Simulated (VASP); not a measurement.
# Cd (P6/mmm) in VASP: a series of runs

Runs on Cd. Level: PBE. Tasks: single point, relaxation of cell and atoms.

Program: VASP 6.6.1. These are calculated values, not measurements. Logs are shortened: lines on timing, memory, paths and dates and some standing lists are left out, and cuts for length are marked.

### 1 The cell of the first run

The structure is hexagonal, space group P6/mmm (No. 191). The conventional cell has a = 2.581 Å, b = 2.581 Å, c = 2.550 Å, α = 90.00°, β = 90.00°, γ = 120.00°. Cd (site symmetry 6/mmm) has 8 Cd at 2.55 to 2.58 Å within 3.4 Å.

### 2 Single point, PBE

The input, INCAR:

```
  ALGO = Normal
  EDIFF = 1E-6
  ENCUT = 520
  GGA = PE
  ISIF = 2
  ISMEAR = -1
  LASPH = T
  LCHARG = F
  LREAL = F
  LWAVE = F
  NBANDS = 12
  NELM = 80
  PREC = Accurate
  SIGMA = 0.05
```

The input, KPOINTS:

```
k-points
0
Gamma
  17 17 15
```

The input, POSCAR:

```
Cd
1.0
    2.5814520513      0.0000000000      0.0000000000
   -1.2907260257      2.2356030551      0.0000000000
    0.0000000000      0.0000000000      2.5500902186
Cd
1
Direct
    0.0000000000      0.0000000000      0.0000000000
```

Potentials or basis: VASP PAW PBE potentials, release 64 (Cd).

The run is started by

```sh
cat potpaw_PBE.64/Cd/POTCAR > POTCAR
mpirun -np 1 vasp_std > vasp.out
```

OUTCAR:

```text
EDIFF = 1E-6
   ENCUT = 520
   GGA = PE
   ISIF = 2
   ISMEAR = -1
   LASPH = T
   LREAL = F
   NELM = 80
   PREC = Accurate

 ion  position               nearest neighbor table
   1  0.000  0.000  0.000-

  LATTYP: Found a hexagonal cell.
 ALAT       =     2.5814520513
 C/A-ratio  =     0.9878510884

  Lattice vectors:

 A1 = (   2.5814520513,   0.0000000000,   0.0000000000)
 A2 = (  -1.2907260257,   2.2356030551,   0.0000000000)
 A3 = (   0.0000000000,   0.0000000000,   2.5500902186)

Analysis of symmetry for initial positions (statically):
=====================================================================
 Subroutine PRICEL returns:
 Original cell was already a primitive cell.

 Routine SETGRP: Setting up the symmetry group for a
 hexagonal supercell.

 Subroutine GETGRP returns: Found 24 space group operations
 (whereof 24 operations were pure point group operations)
 out of a pool of 24 trial point group operations.

The static configuration has the point symmetry D_6h.

Analysis of symmetry for dynamics (positions and initial velocities):
=====================================================================
 Subroutine PRICEL returns:
 Original cell was already a primitive cell.

 Routine SETGRP: Setting up the symmetry group for a
 hexagonal supercell.

 Subroutine GETGRP returns: Found 24 space group operations
 (whereof 24 operations were pure point group operations)
 out of a pool of 24 trial point group operations.

The dynamic configuration has the point symmetry D_6h.

 Subroutine INISYM returns: Found 24 space group operations
 (whereof 24 operations are pure point group operations),
 and found     1 'primitive' translations

----------------------------------------------------------------------------------------

                                     Primitive cell

  volume of cell :      14.7168

  direct lattice vectors                    reciprocal lattice vectors
     2.581452051  0.000000000  0.000000000     0.387378878  0.223653300  0.000000000
    -1.290726026  2.235603055  0.000000000     0.000000000  0.447306599  0.000000000
     0.000000000  0.000000000  2.550090219     0.000000000  0.000000000  0.392142989

  length of vectors
     2.581452051  2.581452051  2.550090219     0.447306599  0.447306599  0.392142989

  position of ions in fractional coordinates (direct lattice)
     0.000000000  0.000000000  0.000000000

  ion indices of the primitive-cell ions
   primitive index   ion index
                 1           1

[... 78 lines left out ...]
   ISYM   =      2    0-nonsym 1-usesym 2-fastsym
   POTIM  = 0.5000    time-step for ionic-motion
   TEBEG  =    0.0;   TEEND  =   0.0 temperature during run
   PSTRESS=    0.0 pullay stress
   NELECT =      12.0000    total number of electrons
   NUPDOWN=      -1.0000    fix difference up-down
   EMIN   =  10.00;   EMAX   =-10.00  energy-range for DOS
   EFERMI =   0.00;   METHOD = LEGACY
   ISMEAR =    -1;   SIGMA  =   0.05  broadening in eV -4-tet -1-fermi 0-gaus
   EFERMI_NEDOS =   21; number of points for ismear=-14 and -15
   IALGO  =     38    algorithm
   IMIX   =      4    mixing-type and parameters
     AMIX     =   0.40;   BMIX     =  1.00
     AMIX_MAG =   1.60;   BMIX_MAG =  1.00
  volume/ion in A,a.u.               =      14.72        99.31
  Fermi-wavevector in a.u.,A,eV,Ry     =   1.529433  2.890209 31.826279  2.339166
  Thomas-Fermi vector in A             =   2.637055
   LORBIT       =      0    0 simple, 1 ext, 2 COOP (PROOUT), +10 PAW based schemes
   GGA     = PE    functional components
   LHFCALC =     F    Hartree Fock is set to
   AEXX    =    0.0000 exact exchange contribution
   IVDW    =     0    specifies the selected vdW correction
   LEPSILON=     F    determine dielectric tensor
   LRPA    =     F    only Hartree local field effects (RPA)
 non-spin polarized calculation
  energy-cutoff  :      520.00
  volume of cell :       14.72
 maximum number of plane-waves:       405
 NGX is ok and might be reduce to    20
   NGX =  9   NGY =  9   NGZ =  9

 number of electron      12.0000002 magnetization

 Free energy of the ion-electron system (eV)
  ---------------------------------------------------
  ext. energy  EPLUGINS =         0.00000000
  ---------------------------------------------------
  free energy    TOTEN  =         0.93515863 eV

  energy without entropy =        0.93849314  energy(sigma->0) =        0.93682589

 E-fermi :   6.8311     XC(G=0): -13.1854

 val. band max:        6.8079362833   @ k =   0.4118   0.1176   0.0000
 cond. band min:       6.8451659284   @ k =   0.4118   0.1765   0.1333
 fundamental gap:      0.0372296451
 Fermi energy:         6.8310735834

 k-point     1 :       0.0000    0.0000    0.0000
  band No.  band energies     occupation
      1      -6.3030      2.00000
      2      -5.7246      2.00000
      3      -4.4569      2.00000
      4      -4.4569      2.00000
      5      -2.4372      2.00000
      6      -2.4372      2.00000
      7      18.0852      0.00000
      8      22.3514      0.00000
      9      24.3968      0.00000
     10      26.1964      0.00000
     11      26.1964      0.00000
     12      29.7307      0.00000
[... 331 lines left out ...]
 k-point    24 :       0.1765    0.1765    0.0000
  band No.  band energies     occupation
      1      -5.5248      2.00000
      2      -5.1017      2.00000
      3      -4.1042      2.00000
      4      -3.3161      2.00000
      5      -2.7235      2.00000
      6      -1.3261      2.00000
      7      14.8081      0.00000
      8      15.0594      0.00000
      9      22.5414      0.00000
     10      24.2203      0.00000
     11      28.5489      0.00000
     12      32.3646      0.00000

 [... further k-points ...]

------------------------ aborting loop because EDIFF is reached ----------------------------------------

  FORCE on cell =-STRESS in cart. coord.  units (eV):
  Direction    XX          YY          ZZ          XY          YZ          ZX
  --------------------------------------------------------------------------------------
  -------------------------------------------------------------------------------------
  Total        8.0173719      8.0173719      7.9430592     -0.0000000     -0.0000000     -0.0000000
  in kB      872.8272757    872.8272757    864.7370752     -0.0000000     -0.0000000     -0.0000000
  external PRESSURE =     870.1305422 kB  Pullay stress =       0.0000000 kB

 VOLUME and BASIS-vectors are now :
 -----------------------------------------------------------------------------
  energy-cutoff  :      520.00
  volume of cell :       14.72
      direct lattice vectors                 reciprocal lattice vectors
     2.581452051  0.000000000  0.000000000     0.387378878  0.223653300  0.000000000
    -1.290726026  2.235603055  0.000000000     0.000000000  0.447306599  0.000000000
     0.000000000  0.000000000  2.550090219     0.000000000  0.000000000  0.392142989

 POSITION                                       TOTAL-FORCE (eV/Angst)
 -----------------------------------------------------------------------------------
      0.00000      0.00000      0.00000         0.000000      0.000000      0.000000
 -----------------------------------------------------------------------------------
    total drift:                                0.000000      0.000000      0.000000

  FREE ENERGIE OF THE ION-ELECTRON SYSTEM (eV)
  ---------------------------------------------------
  free  energy   TOTEN  =         0.9351586304 eV

  energy  without entropy=        0.9384931426  energy(sigma->0) =        0.93682589
```

OSZICAR:

```text
N       E                     dE             d eps       ncg     rms          rms(c)
DAV:   1     0.740108288636E+02    0.74011E+02   -0.74279E+03  6840   0.108E+03
DAV:   2     0.199155982307E+01   -0.72019E+02   -0.68886E+02  6968   0.255E+02
DAV:   3     0.813585315584E+00   -0.11780E+01   -0.11772E+01  7408   0.362E+01
DAV:   4     0.812103356617E+00   -0.14820E-02   -0.14819E-02  7172   0.126E+00
DAV:   5     0.812100653838E+00   -0.27028E-05   -0.27025E-05  7488   0.521E-02    0.106E+01
DAV:   6     0.913739890398E+00    0.10164E+00   -0.18889E-01  7328   0.618E+00    0.684E+00
DAV:   7     0.933605969306E+00    0.19866E-01   -0.34547E-02  7340   0.238E+00    0.168E+00
DAV:   8     0.935175400309E+00    0.15694E-02   -0.44622E-03  6828   0.102E+00    0.892E-02
DAV:   9     0.935165897016E+00   -0.95033E-05   -0.14788E-05  7328   0.399E-02    0.223E-02
DAV:  10     0.935158890617E+00   -0.70064E-05   -0.43625E-06  7064   0.223E-02    0.301E-03
DAV:  11     0.935158630359E+00   -0.26026E-06   -0.90876E-08  3744   0.386E-03
   1 F= 0.93515863E+00 E0= 0.93682589E+00  d E =-.333451E-02
```

It took 20 s on 1 thread of Intel Xeon Platinum 8488C (Sapphire Rapids), shared host; peak memory 0.16 GiB.

Results:

- Free energy: 0.9352 eV
- Pressure: 87.0 GPa
- Band gap on the k mesh: zero (band 6 reaches 10.53 eV, above the bottom of band 7 at 4.01 eV)

Levels at points of the mesh, in eV from the Fermi level:
| k point | band 2 | band 3 | band 4 | band 5 | band 6 | band 7 | band 8 | band 9 | band 10 | band 11 |
| --- | --- | --- | --- | --- | --- | --- | --- | --- | --- | --- |
| (0.00, 0.00, 0.00) | -12.56 | -11.29 | -11.29 | -9.27 | -9.27 | 11.25 | 15.52 | 17.57 | 19.37 | 19.37 |

(Continued in part 2 of 2.)
